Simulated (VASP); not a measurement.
# W (P6_3/mmc) in VASP: single point with PBEsol

Aim: the single point of W with PBEsol.

All numbers are computed with VASP 6.6.1; they aren't measurements. Logs are shortened: lines on timing, memory, paths and dates and some standing lists are left out, and cuts for length are marked.

## (1) The cell of the first run

It takes space group P6_3/mmc (No. 194, hexagonal). Conventional cell: a = 2.752 Å, b = 2.752 Å, c = 4.896 Å, α = 90.00°, β = 90.00°, γ = 120.00°. W (site symmetry -6m2) has 12 W at 2.75 to 2.92 Å within 3.6 Å.

## (2) Single point, PBEsol

Contents of INCAR:

```
SYSTEM = W
PREC = Accurate
ENCUT = 500
EDIFF = 1E-6
ISMEAR = 0
SIGMA = 0.1
LREAL = .FALSE.
LASPH = .TRUE.
NELM = 120
ALGO = Normal
ISIF = 2
LWAVE = .FALSE.
LCHARG = .TRUE.
GGA = PS
LELF = .TRUE.
LVHAR = .TRUE.
NBANDS = 21
GGA_COMPAT = .FALSE.
```

Contents of KPOINTS:

```
Automatic mesh
0
G
  6 6 4
  0 0 0
```

Contents of POSCAR:

```
W
1.0
    2.7516386336      0.0000000000      0.0000000000
   -1.3758193168      2.3829889587      0.0000000000
    0.0000000000      0.0000000000      4.8955517402
W
2
Direct
    0.3333333333      0.6666666667      0.2500000000
    0.6666666667      0.3333333333      0.7500000000
```

Potentials or basis: VASP PAW PBE potentials, release 64 (W_sv).

The run is started by

```
cat potpaw_PBE.64/W_sv/POTCAR > POTCAR
mpirun -np 1 vasp_std > vasp.out
```

OUTCAR:

```text
SYSTEM = W
   PREC = Accurate
   ENCUT = 500
   EDIFF = 1E-6
   ISMEAR = 0
   LREAL = .FALSE.
   LASPH = .TRUE.
   NELM = 120
   ISIF = 2
   GGA = PS

 ion  position               nearest neighbor table
   1  0.333  0.667  0.250-   2 2.92   2 2.92   2 2.92   2 2.92   2 2.92   2 2.92
   2  0.667  0.333  0.750-   1 2.92   1 2.92   1 2.92   1 2.92   1 2.92   1 2.92

  LATTYP: Found a hexagonal cell.
 ALAT       =     2.7516386336
 C/A-ratio  =     1.7791405021

  Lattice vectors:

 A1 = (   2.7516386336,   0.0000000000,   0.0000000000)
 A2 = (  -1.3758193168,   2.3829889587,   0.0000000000)
 A3 = (   0.0000000000,   0.0000000000,   4.8955517402)

Analysis of symmetry for initial positions (statically):
=====================================================================
 Subroutine PRICEL returns:
 Original cell was already a primitive cell.

 Routine SETGRP: Setting up the symmetry group for a
 hexagonal supercell.

 Subroutine GETGRP returns: Found 24 space group operations
 (whereof 12 operations were pure point group operations)
 out of a pool of 24 trial point group operations.

The static configuration has the point symmetry D_3d.
 The point group associated with its full space group is D_6h.

Analysis of symmetry for dynamics (positions and initial velocities):
=====================================================================
 Subroutine PRICEL returns:
 Original cell was already a primitive cell.

 Routine SETGRP: Setting up the symmetry group for a
 hexagonal supercell.

 Subroutine GETGRP returns: Found 24 space group operations
 (whereof 12 operations were pure point group operations)
 out of a pool of 24 trial point group operations.

The dynamic configuration has the point symmetry D_3d.
 The point group associated with its full space group is D_6h.

 Subroutine INISYM returns: Found 24 space group operations
 (whereof 12 operations are pure point group operations),
 and found     1 'primitive' translations

----------------------------------------------------------------------------------------

                                     Primitive cell

  volume of cell :      32.1007

  direct lattice vectors                    reciprocal lattice vectors
     2.751638634  0.000000000  0.000000000     0.363419814  0.209820527  0.000000000
    -1.375819317  2.382988959  0.000000000     0.000000000  0.419641055  0.000000000
     0.000000000  0.000000000  4.895551740     0.000000000  0.000000000  0.204267068

  length of vectors
     2.751638634  2.751638634  4.895551740     0.419641055  0.419641055  0.204267068

  position of ions in fractional coordinates (direct lattice)
     0.333333333  0.666666667  0.250000000
     0.666666667  0.333333333  0.750000000

  ion indices of the primitive-cell ions
   primitive index   ion index
                 1           1
                 2           2

----------------------------------------------------------------------------------------

 KPOINTS: Automatic mesh

Automatic generation of k-mesh.
 Grid dimensions read from file:
 generate k-points for:    6    6    4

 Generating k-lattice:

  Cartesian coordinates                     Fractional coordinates (reciprocal lattice)
     0.060569969  0.034970088  0.000000000     0.166666667  0.000000000  0.000000000
     0.000000000  0.069940176  0.000000000     0.000000000  0.166666667  0.000000000
     0.000000000  0.000000000  0.051066767     0.000000000  0.000000000  0.250000000

  Length of vectors
     0.069940176  0.069940176  0.051066767

  Shift w.r.t. Gamma in fractional coordinates (k-lattice)
     0.000000000  0.000000000  0.000000000

 Subroutine IBZKPT returns following result:
 ===========================================

 Found     21 irreducible k-points:

 Following reciprocal coordinates:
            Coordinates               Weight
  0.000000  0.000000  0.000000      1.000000
  0.166667 -0.000000  0.000000      6.000000
  0.333333  0.000000  0.000000      6.000000
  0.500000 -0.000000  0.000000      3.000000
  0.166667  0.166667  0.000000      6.000000
  0.333333  0.166667  0.000000     12.000000
[... 13 lines left out ...]
  0.333333  0.166667  0.500000     12.000000
  0.333333  0.333333  0.500000      2.000000
   k-points           NKPTS =     21   k-points in BZ     NKDIM =     21   number of bands    NBANDS=     21
   number of dos      NEDOS =    301   number of ions     NIONS =      2
   total plane-waves  NPLWV =  14400
   dimension x,y,z NGX =    20 NGY =   20 NGZ =   36
   dimension x,y,z NGXF=    40 NGYF=   40 NGZF=   72
   ions per type =               2
   NGX,Y,Z   is equivalent  to a cutoff of  12.08, 12.08, 12.23 a.u.
   NGXF,Y,Z  is equivalent  to a cutoff of  24.17, 24.17, 24.45 a.u.
 SYSTEM =  W
   PREC   = accura    normal or accurate (medium, high low for compatibility)
   ISTART =      0    job   : 0-new  1-cont  2-samecut
   ICHARG =      2    charge: 1-file 2-atom 10-const
   ISPIN  =      1    spin polarized calculation?
   LNONCOLLINEAR =      F non collinear calculations
   LSORBIT =      F    spin-orbit coupling
   LASPH  =      T    aspherical Exc in radial PAW
   ENCUT  =  500.0 eV  36.75 Ry    6.06 a.u.   5.02  5.02  8.93*2*pi/ulx,y,z
   NELM   =    120;   NELMIN=  2; NELMDL= -5     # of ELM steps
   EDIFF  = 0.1E-05   stopping-criterion for ELM
   LREAL  =      F    real-space projection
[... 7 lines left out ...]
   TEBEG  =    0.0;   TEEND  =   0.0 temperature during run
   PSTRESS=    0.0 pullay stress
   NELECT =      28.0000    total number of electrons
   NUPDOWN=      -1.0000    fix difference up-down
   EMIN   =  10.00;   EMAX   =-10.00  energy-range for DOS
   EFERMI =   0.00;   METHOD = LEGACY
   ISMEAR =     0;   SIGMA  =   0.10  broadening in eV -4-tet -1-fermi 0-gaus
   EFERMI_NEDOS =   21; number of points for ismear=-14 and -15
   IALGO  =     38    algorithm
   IMIX   =      4    mixing-type and parameters
     AMIX     =   0.40;   BMIX     =  1.00
     AMIX_MAG =   1.60;   BMIX_MAG =  1.00
  volume/ion in A,a.u.               =      16.05       108.31
  Fermi-wavevector in a.u.,A,eV,Ry     =   1.564189  2.955888 33.289189  2.446686
  Thomas-Fermi vector in A             =   2.666849
   LORBIT       =      0    0 simple, 1 ext, 2 COOP (PROOUT), +10 PAW based schemes
   GGA     = PS    functional components
   LHFCALC =     F    Hartree Fock is set to
   AEXX    =    0.0000 exact exchange contribution
   IVDW    =     0    specifies the selected vdW correction
   LEPSILON=     F    determine dielectric tensor
   LRPA    =     F    only Hartree local field effects (RPA)
 non-spin polarized calculation
 Gauss-broadening in eV      SIGMA  =   0.10
  energy-cutoff  :      500.00
  volume of cell :       32.10
 maximum number of plane-waves:       840
 NGX is ok and might be reduce to    20
   NGX =  9   NGY =  9   NGZ = 17

 number of electron      28.0000005 magnetization

 Free energy of the ion-electron system (eV)
  ---------------------------------------------------
  ext. energy  EPLUGINS =         0.00000000
  ---------------------------------------------------
  free energy    TOTEN  =       -26.58447945 eV

  energy without entropy =      -26.57504921  energy(sigma->0) =      -26.57976433

 E-fermi :  10.6230     XC(G=0): -13.6786

 val. band max:       10.6162641000   @ k =   0.3333   0.0000   0.2500
 cond. band min:      10.8290154695   @ k =   0.0000   0.0000   0.0000
 fundamental gap:      0.2127513695
 Fermi energy:        10.6229593876

 k-point     1 :       0.0000    0.0000    0.0000
  band No.  band energies     occupation
      1     -63.0078      2.00000
      2     -62.9280      2.00000
      3     -27.7619      2.00000
      4     -26.7659      2.00000
      5     -26.5988      2.00000
      6     -26.5988      2.00000
[... 13 lines left out ...]
     20      15.1117      0.00000
     21      19.8157      0.00000

 k-point     2 :       0.1667   -0.0000    0.0000
  band No.  band energies     occupation
      1     -62.9752      2.00000
      2     -62.9048      2.00000
      3     -27.6593      2.00000
      4     -26.9209      2.00000
      5     -26.8215      2.00000
      6     -26.7804      2.00000
[... 13 lines left out ...]
     20      17.3536      0.00000
     21      19.5399      0.00000

 k-point     3 :       0.3333    0.0000    0.0000
  band No.  band energies     occupation
      1     -62.9068      2.00000
      2     -62.8608      2.00000
      3     -27.5423      2.00000
      4     -27.4217      2.00000
      5     -27.4163      2.00000
      6     -26.8494      2.00000
[... 13 lines left out ...]
     20      18.8026      0.00000
     21      20.3904      0.00000

 k-point     4 :       0.5000   -0.0000    0.0000
  band No.  band energies     occupation
      1     -62.8685      2.00000
      2     -62.8425      2.00000
      3     -27.8404      2.00000
      4     -27.7033      2.00000
      5     -27.2440      2.00000
      6     -26.9280      2.00000
[... 13 lines left out ...]
     20      17.9966      0.00000
     21      21.5462      0.00000

 k-point     5 :       0.1667    0.1667    0.0000
  band No.  band energies     occupation
      1     -62.9245      2.00000
      2     -62.8713      2.00000
      3     -27.4848      2.00000
      4     -27.2853      2.00000
      5     -27.2775      2.00000
      6     -26.8400      2.00000
[... 13 lines left out ...]
     20      19.0799      0.00000
     21      20.1482      0.00000

 k-point     6 :       0.3333    0.1667    0.0000
  band No.  band energies     occupation
      1     -62.8687      2.00000
      2     -62.8423      2.00000
      3     -27.6822      2.00000
      4     -27.5677      2.00000
      5     -27.2484      2.00000
      6     -27.0789      2.00000
[... 13 lines left out ...]
     20      20.5188      0.00000
     21      20.9906      0.00000

 k-point     7 :       0.3333    0.3333    0.0000
  band No.  band energies     occupation
      1     -62.8414      2.00000
      2     -62.8414      2.00000
      3     -27.5340      2.00000
      4     -27.4152      2.00000
      5     -27.4152      2.00000
      6     -27.2838      2.00000
[... 13 lines left out ...]
     20      18.2131      0.00000
     21      19.8733      0.00000
[... 219 lines left out ...]
      1     -62.8838      2.00000
      2     -62.8838      2.00000
      3     -27.5831      2.00000
      4     -27.5831      2.00000
      5     -27.0281      2.00000
      6     -27.0281      2.00000
[... 13 lines left out ...]
     20      14.8925      0.00000
     21      23.2922      0.00000

 k-point    18 :       0.5000   -0.0000    0.5000
  band No.  band energies     occupation
      1     -62.8556      2.00000
      2     -62.8556      2.00000
      3     -27.8461      2.00000
      4     -27.8461      2.00000
      5     -27.0045      2.00000
      6     -27.0045      2.00000
[... 13 lines left out ...]
     20      16.7221      0.00000
     21      21.5977      0.00000

 k-point    19 :       0.1667    0.1667    0.5000
  band No.  band energies     occupation
      1     -62.8979      2.00000
      2     -62.8979      2.00000
      3     -27.4169      2.00000
      4     -27.4169      2.00000
      5     -27.0235      2.00000
      6     -27.0235      2.00000
[... 13 lines left out ...]
     20      14.9873      0.00000
     21      24.3669      0.00000

 k-point    20 :       0.3333    0.1667    0.5000
  band No.  band energies     occupation
      1     -62.8555      2.00000
      2     -62.8555      2.00000
      3     -27.7012      2.00000
      4     -27.7012      2.00000
      5     -27.0954      2.00000
      6     -27.0954      2.00000
[... 13 lines left out ...]
     20      17.9599      0.00000
     21      22.4008      0.00000

 k-point    21 :       0.3333    0.3333    0.5000
  band No.  band energies     occupation
      1     -62.8414      2.00000
      2     -62.8414      2.00000
      3     -27.5459      2.00000
      4     -27.5459      2.00000
      5     -27.4104      2.00000
      6     -27.4104      2.00000
[... 13 lines left out ...]
     20      20.5363      0.00000
     21      20.7906      0.00000

------------------------ aborting loop because EDIFF is reached ----------------------------------------

  FORCE on cell =-STRESS in cart. coord.  units (eV):
  Direction    XX          YY          ZZ          XY          YZ          ZX
  --------------------------------------------------------------------------------------
  -------------------------------------------------------------------------------------
  Total        0.2630596      0.2630596      0.5803066      0.0000000     -0.0000000      0.0000000
  in kB       13.1295460     13.1295460     28.9636314      0.0000000     -0.0000000      0.0000000
  external PRESSURE =      18.4075745 kB  Pullay stress =       0.0000000 kB

 VOLUME and BASIS-vectors are now :
 -----------------------------------------------------------------------------
  energy-cutoff  :      500.00
  volume of cell :       32.10
      direct lattice vectors                 reciprocal lattice vectors
     2.751638634  0.000000000  0.000000000     0.363419814  0.209820527  0.000000000
    -1.375819317  2.382988959  0.000000000     0.000000000  0.419641055  0.000000000
     0.000000000  0.000000000  4.895551740     0.000000000  0.000000000  0.204267068

 POSITION                                       TOTAL-FORCE (eV/Angst)
 -----------------------------------------------------------------------------------
     -0.00000      1.58866      1.22389        -0.000000      0.000000      0.000000
      1.37582      0.79433      3.67166         0.000000     -0.000000      0.000000
 -----------------------------------------------------------------------------------
    total drift:                                0.000000     -0.000000      0.000000

  FREE ENERGIE OF THE ION-ELECTRON SYSTEM (eV)
  ---------------------------------------------------
  free  energy   TOTEN  =       -26.5844794533 eV

  energy  without entropy=      -26.5750492053  energy(sigma->0) =      -26.57976433
```

It used 21 s of CPU time on 1 thread of Intel Xeon 8259CL (shared host).

Results:

- Free energy: -26.5845 eV
- Pressure: 1.8 GPa
- Band gap on the k mesh: zero (band 14 reaches 12.06 eV, above the bottom of band 15 at 10.28 eV)

Caveat: the k points lie up to 0.44 Å⁻¹ apart; the PAW data sets were made with another functional, which shifts forces and pressure a little; spin-orbit coupling is left out, which moves the levels of the heavy elements.
